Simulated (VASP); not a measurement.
# Ca2Ge2N (I4/mmm) in VASP: a series of runs

Runs on Ca2Ge2N. Level: PBE. Tasks: single point.

Everything below comes from runs of VASP 6.6.1. Logs are shortened: lines on timing, memory, paths and dates and some standing lists are left out, and cuts for length are marked.

**1. The cell of the first run**

Symmetry: I4/mmm, No. 139, tetragonal system. Conventional cell: a = 5.931 Å, b = 5.931 Å, c = 6.761 Å, α = 90.00°, β = 90.00°, γ = 90.00°. Ca (site symmetry -4m2) has 4 Ge at 2.97 Å and 2 Ca at 3.38 Å and 4 N at 3.41 Å within 3.9 Å. Within 2.5 Å of Ge (site symmetry 4mm) lie 1 N at 1.91 Å. Within 2.5 Å of N (site symmetry 4/mmm) lie 2 Ge at 1.91 Å.

The cell was generated, and may not be a known phase.

**2. Single point, PBE**

INCAR

```
  ALGO = Normal
  EDIFF = 1E-6
  ENCUT = 520
  GGA = PE
  ISIF = 2
  ISMEAR = 0
  LASPH = T
  LCHARG = F
  LREAL = F
  LWAVE = F
  NBANDS = 34
  NELM = 80
  PREC = Accurate
  SIGMA = 0.1
```

KPOINTS

```
k-points
0
Gamma
  6 6 6
```

POSCAR

```
Ca2Ge2N
1.0
   -2.9656524264      2.9656524264      3.3806603555
    2.9656524264     -2.9656524264      3.3806603555
    2.9656524264      2.9656524264     -3.3806603555
Ca Ge N
2 2 1
Direct
    0.7500000000      0.2500000000      0.5000000000
    0.2500000000      0.7500000000      0.5000000000
    0.7177849623      0.7177849623      0.0000000000
    0.2822150377      0.2822150377      0.0000000000
    0.0000000000      0.0000000000      0.0000000000
```

Potentials or basis: VASP PAW PBE potentials, release 64 (Ca_sv, Ge_d, N).

Command:

```bash
cat potpaw_PBE.64/Ca_sv/POTCAR potpaw_PBE.64/Ge_d/POTCAR potpaw_PBE.64/N/POTCAR > POTCAR
mpirun -np 1 vasp_std > vasp.out
```

OUTCAR:

```text
EDIFF = 1E-6
   ENCUT = 520
   GGA = PE
   ISIF = 2
   ISMEAR = 0
   LASPH = T
   LREAL = F
   NELM = 80
   PREC = Accurate

 ion  position               nearest neighbor table
   1  0.750  0.250  0.500-   4 2.97   3 2.97   4 2.97   3 2.97
   2  0.250  0.750  0.500-   4 2.97   3 2.97   4 2.97   3 2.97
   3  0.718  0.718  0.000-   5 1.91   1 2.97   2 2.97   1 2.97   2 2.97
   4  0.282  0.282  0.000-   5 1.91   2 2.97   1 2.97   2 2.97   1 2.97
   5  0.000  0.000  0.000-   3 1.91   4 1.91

  LATTYP: Found a body centered tetragonal cell.
 ALAT       =     5.9313048528
 C/A-ratio  =     1.1399381551

  Lattice vectors:

 A1 = (  -2.9656524264,   2.9656524264,   3.3806603555)
 A2 = (   2.9656524264,  -2.9656524264,   3.3806603555)
 A3 = (   2.9656524264,   2.9656524264,  -3.3806603555)

Analysis of symmetry for initial positions (statically):
=====================================================================
 Subroutine PRICEL returns:
 Original cell was already a primitive cell.

 Routine SETGRP: Setting up the symmetry group for a
 body centered tetragonal supercell.

 Subroutine GETGRP returns: Found 16 space group operations
 (whereof 16 operations were pure point group operations)
 out of a pool of 16 trial point group operations.

The static configuration has the point symmetry D_4h.

Analysis of symmetry for dynamics (positions and initial velocities):
=====================================================================
 Subroutine PRICEL returns:
 Original cell was already a primitive cell.

 Routine SETGRP: Setting up the symmetry group for a
 body centered tetragonal supercell.

 Subroutine GETGRP returns: Found 16 space group operations
 (whereof 16 operations were pure point group operations)
 out of a pool of 16 trial point group operations.

The dynamic configuration has the point symmetry D_4h.

 Subroutine INISYM returns: Found 16 space group operations
 (whereof 16 operations are pure point group operations),
 and found     1 'primitive' translations

----------------------------------------------------------------------------------------

                                     Primitive cell

  volume of cell :     118.9329

  direct lattice vectors                    reciprocal lattice vectors
    -2.965652426  2.965652426  3.380660355     0.000000000  0.168596966  0.147900099
     2.965652426 -2.965652426  3.380660355     0.168596966  0.000000000  0.147900099
     2.965652426  2.965652426 -3.380660355     0.168596966  0.168596966  0.000000000

  length of vectors
     5.386933550  5.386933550  5.386933550     0.224275224  0.224275224  0.238432115

  position of ions in fractional coordinates (direct lattice)
     0.750000000  0.250000000  0.500000000
     0.250000000  0.750000000  0.500000000
     0.717784962  0.717784962  0.000000000
     0.282215038  0.282215038  0.000000000
     0.000000000  0.000000000  0.000000000

  ion indices of the primitive-cell ions
   primitive index   ion index
                 1           1
                 2           2
                 3           3
                 4           4
                 5           5

----------------------------------------------------------------------------------------

 KPOINTS: k-points

Automatic generation of k-mesh.
 Grid dimensions read from file:
 generate k-points for:    6    6    6

 Generating k-lattice:

  Cartesian coordinates                     Fractional coordinates (reciprocal lattice)
     0.000000000  0.028099494  0.024650016     0.166666667  0.000000000 -0.000000000
     0.028099494  0.000000000  0.024650016     0.000000000  0.166666667 -0.000000000
     0.028099494  0.028099494  0.000000000     0.000000000  0.000000000  0.166666667

  Length of vectors
     0.037379204  0.037379204  0.039738686

  Shift w.r.t. Gamma in fractional coordinates (k-lattice)
     0.000000000  0.000000000  0.000000000

 Subroutine IBZKPT returns following result:
 ===========================================

 Found     30 irreducible k-points:

 Following reciprocal coordinates:
            Coordinates               Weight
  0.000000  0.000000  0.000000      1.000000
  0.166667 -0.000000  0.000000      8.000000
  0.333333 -0.000000  0.000000      8.000000
  0.500000 -0.000000  0.000000      4.000000
  0.166667  0.166667  0.000000      8.000000
  0.333333  0.166667  0.000000     16.000000
[... 16 lines left out ...]
 -0.333333 -0.333333  0.166667      8.000000
 -0.166667 -0.333333  0.166667      8.000000
 [... further k-points ...]
   k-points           NKPTS =     30   k-points in BZ     NKDIM =     30   number of bands    NBANDS=     34
   number of dos      NEDOS =    301   number of ions     NIONS =      5
   total plane-waves  NPLWV =  64000
   dimension x,y,z NGX =    40 NGY =   40 NGZ =   40
   dimension x,y,z NGXF=    80 NGYF=   80 NGZF=   80
   ions per type =               2   2   1
   NGX,Y,Z   is equivalent  to a cutoff of  12.34, 12.34, 12.34 a.u.
   NGXF,Y,Z  is equivalent  to a cutoff of  24.69, 24.69, 24.69 a.u.
 SYSTEM =  unknown system
   PREC   = accura    normal or accurate (medium, high low for compatibility)
   ISTART =      0    job   : 0-new  1-cont  2-samecut
   ICHARG =      2    charge: 1-file 2-atom 10-const
   ISPIN  =      1    spin polarized calculation?
   LNONCOLLINEAR =      F non collinear calculations
   LSORBIT =      F    spin-orbit coupling
   LASPH  =      T    aspherical Exc in radial PAW
   ENCUT  =  520.0 eV  38.22 Ry    6.18 a.u.  10.02 10.02 10.02*2*pi/ulx,y,z
   NELM   =     80;   NELMIN=  2; NELMDL= -5     # of ELM steps
   EDIFF  = 0.1E-05   stopping-criterion for ELM
   LREAL  =      F    real-space projection
   EDIFFG = 0.1E-04   stopping-criterion for IOM
   NSW    =      0    number of steps for IOM
   IBRION =     -1    ionic relax: 0-MD 1-quasi-New 2-CG
   NFREE  =      0    steps in history (QN), initial steepest desc. (CG)
   ISIF   =      2    stress and relaxation
   ISYM   =      2    0-nonsym 1-usesym 2-fastsym
   POTIM  = 0.5000    time-step for ionic-motion
   TEBEG  =    0.0;   TEEND  =   0.0 temperature during run
   PSTRESS=    0.0 pullay stress
   NELECT =      53.0000    total number of electrons
   NUPDOWN=      -1.0000    fix difference up-down
   EMIN   =  10.00;   EMAX   =-10.00  energy-range for DOS
   EFERMI =   0.00;   METHOD = LEGACY
   ISMEAR =     0;   SIGMA  =   0.10  broadening in eV -4-tet -1-fermi 0-gaus
   EFERMI_NEDOS =   21; number of points for ismear=-14 and -15
   IALGO  =     38    algorithm
   IMIX   =      4    mixing-type and parameters
     AMIX     =   0.40;   BMIX     =  1.00
     AMIX_MAG =   1.60;   BMIX_MAG =  1.00
  volume/ion in A,a.u.               =      23.79       160.52
  Fermi-wavevector in a.u.,A,eV,Ry     =   1.250449  2.363007 21.274391  1.563624
  Thomas-Fermi vector in A             =   2.384443
   LORBIT       =      0    0 simple, 1 ext, 2 COOP (PROOUT), +10 PAW based schemes
   GGA     = PE    functional components
   LHFCALC =     F    Hartree Fock is set to
   AEXX    =    0.0000 exact exchange contribution
   IVDW    =     0    specifies the selected vdW correction
   LEPSILON=     F    determine dielectric tensor
   LRPA    =     F    only Hartree local field effects (RPA)
 non-spin polarized calculation
 Gauss-broadening in eV      SIGMA  =   0.10
  energy-cutoff  :      520.00
  volume of cell :      118.93
 maximum number of plane-waves:      3226
   NGX = 21   NGY = 21   NGZ = 21

 number of electron      53.0000019 magnetization

 Free energy of the ion-electron system (eV)
  ---------------------------------------------------
  ext. energy  EPLUGINS =         0.00000000
  ---------------------------------------------------
  free energy    TOTEN  =       -20.55249315 eV

  energy without entropy =      -20.54395891  energy(sigma->0) =      -20.54822603

 E-fermi :   3.8106     XC(G=0):  -9.2398

 val. band max:        3.7462962645   @ k =   0.5000   0.5000   0.0000
 cond. band min:       3.8233520458   @ k =   0.5000   0.5000   0.5000
 fundamental gap:      0.0770557814
 Fermi energy:         3.8106116312

 k-point     1 :       0.0000    0.0000    0.0000
  band No.  band energies     occupation
      1     -38.0475      2.00000
      2     -38.0145      2.00000
      3     -20.4808      2.00000
      4     -20.4014      2.00000
      5     -20.3778      2.00000
      6     -20.3751      2.00000
[... 26 lines left out ...]
     33       7.2731      0.00000
     34       7.2742      0.00000

 k-point     2 :       0.1667   -0.0000    0.0000
  band No.  band energies     occupation
      1     -38.0453      2.00000
      2     -38.0167      2.00000
      3     -20.4764      2.00000
      4     -20.4072      2.00000
      5     -20.3800      2.00000
      6     -20.3774      2.00000
[... 26 lines left out ...]
     33       7.0423      0.00000
     34       7.3177      0.00000

 k-point     3 :       0.3333   -0.0000    0.0000
  band No.  band energies     occupation
      1     -38.0392      2.00000
      2     -38.0227      2.00000
      3     -20.4645      2.00000
      4     -20.4220      2.00000
      5     -20.3842      2.00000
      6     -20.3818      2.00000
[... 26 lines left out ...]
     33       6.8022      0.00000
     34       7.0003      0.00000

 k-point     4 :       0.5000   -0.0000    0.0000
  band No.  band energies     occupation
      1     -38.0309      2.00000
      2     -38.0309      2.00000
      3     -20.4535      2.00000
      4     -20.4344      2.00000
      5     -20.3861      2.00000
      6     -20.3840      2.00000
[... 26 lines left out ...]
     33       6.3877      0.00000
     34       6.6430      0.00000

 k-point     5 :       0.1667    0.1667    0.0000
  band No.  band energies     occupation
      1     -38.0397      2.00000
      2     -38.0222      2.00000
      3     -20.4638      2.00000
      4     -20.4210      2.00000
      5     -20.3821      2.00000
      6     -20.3798      2.00000
[... 621 lines left out ...]
 k-point    22 :      -0.1667    0.5000    0.1667
  band No.  band energies     occupation
      1     -38.0372      2.00000
      2     -38.0246      2.00000
      3     -20.4643      2.00000
      4     -20.4222      2.00000
      5     -20.3840      2.00000
      6     -20.3819      2.00000
[... 26 lines left out ...]
     33       6.5851      0.00000
     34       6.7885      0.00000

 k-point    23 :      -0.3333   -0.3333    0.1667
  band No.  band energies     occupation
      1     -38.0367      2.00000
      2     -38.0251      2.00000
      3     -20.4636      2.00000
      4     -20.4214      2.00000
      5     -20.3819      2.00000
      6     -20.3800      2.00000
[... 26 lines left out ...]
     33       6.5947      0.00000
     34       6.9483      0.00000

 k-point    24 :      -0.1667   -0.3333    0.1667
  band No.  band energies     occupation
      1     -38.0327      2.00000
      2     -38.0293      2.00000
      3     -20.4514      2.00000
      4     -20.4324      2.00000
      5     -20.3797      2.00000
      6     -20.3777      2.00000
[... 26 lines left out ...]
     33       6.8110      0.00000
     34       6.8275      0.00000

 [... further k-points ...]

------------------------ aborting loop because EDIFF is reached ----------------------------------------

  FORCE on cell =-STRESS in cart. coord.  units (eV):
  Direction    XX          YY          ZZ          XY          YZ          ZX
  --------------------------------------------------------------------------------------
  -------------------------------------------------------------------------------------
  Total        0.3135462      0.3135462     -0.0785872      0.0000000     -0.0000000      0.0000000
  in kB        4.2238650      4.2238650     -1.0586690      0.0000000     -0.0000000      0.0000000
  external PRESSURE =       2.4630203 kB  Pullay stress =       0.0000000 kB

 VOLUME and BASIS-vectors are now :
 -----------------------------------------------------------------------------
  energy-cutoff  :      520.00
  volume of cell :      118.93
      direct lattice vectors                 reciprocal lattice vectors
    -2.965652426  2.965652426  3.380660355     0.000000000  0.168596966  0.147900099
     2.965652426 -2.965652426  3.380660355     0.168596966  0.000000000  0.147900099
     2.965652426  2.965652426 -3.380660355     0.168596966  0.168596966  0.000000000

 POSITION                                       TOTAL-FORCE (eV/Angst)
 -----------------------------------------------------------------------------------
      0.00000      2.96565      1.69033        -0.000000     -0.000000      0.000000
      2.96565      0.00000      1.69033        -0.000000     -0.000000     -0.000000
      0.00000      0.00000      4.85317         0.000000      0.000000      0.026543
      0.00000      0.00000      1.90815        -0.000000     -0.000000     -0.026543
      0.00000      0.00000      0.00000        -0.000000     -0.000000     -0.000000
 -----------------------------------------------------------------------------------
    total drift:                               -0.000000     -0.000000      0.000000

  FREE ENERGIE OF THE ION-ELECTRON SYSTEM (eV)
  ---------------------------------------------------
  free  energy   TOTEN  =       -20.5524931453 eV

  energy  without entropy=      -20.5439589071  energy(sigma->0) =      -20.54822603
```

Wall time 3.2 min (1 thread of Oxide Virtual Turin-like, shared host); peak memory 0.27 GiB.

Results:

```
Free energy            : -20.5525 eV
Pressure               : 0.2 GPa
Largest force          : 0.027 eV/Å
Band gap on the k mesh : zero (an odd number of electrons rules out a gap without spin polarisation)
```

Forces on the atoms (eV/Å):
```
Ca   0.000  0.000  0.000
Ca   0.000  0.000  0.000
Ge   0.000  0.000  0.027
Ge   0.000  0.000 -0.027
N    0.000  0.000  0.000
```

Levels at points of the mesh, in eV from the Fermi level:
```tsv
k point	band 22	band 23	band 24	band 25	band 26	band 27	band 28	band 29	band 30	band 31
(0.00, 0.00, 0.00)	-3.04	-3.04	-1.62	-0.57	-0.57	-0.38	-0.38	-0.09	0.55	1.36
(0.50, 0.00, 0.00)	-4.55	-3.44	-3.37	-2.15	-1.53	0.68	1.11	1.39	1.85	2.46
(0.50, 0.50, 0.00)	-4.72	-3.18	-1.95	-1.61	-0.48	-0.27	-0.06	0.58	0.69	2.18
(0.50, 0.50, 0.50)	-3.88	-3.88	-1.94	-0.14	-0.14	0.01	0.71	1.41	1.41	1.58
```

(Part 1 of 2 ends here.)

The gap in the log of VASP goes by the Fermi energy; the results here count the filled bands.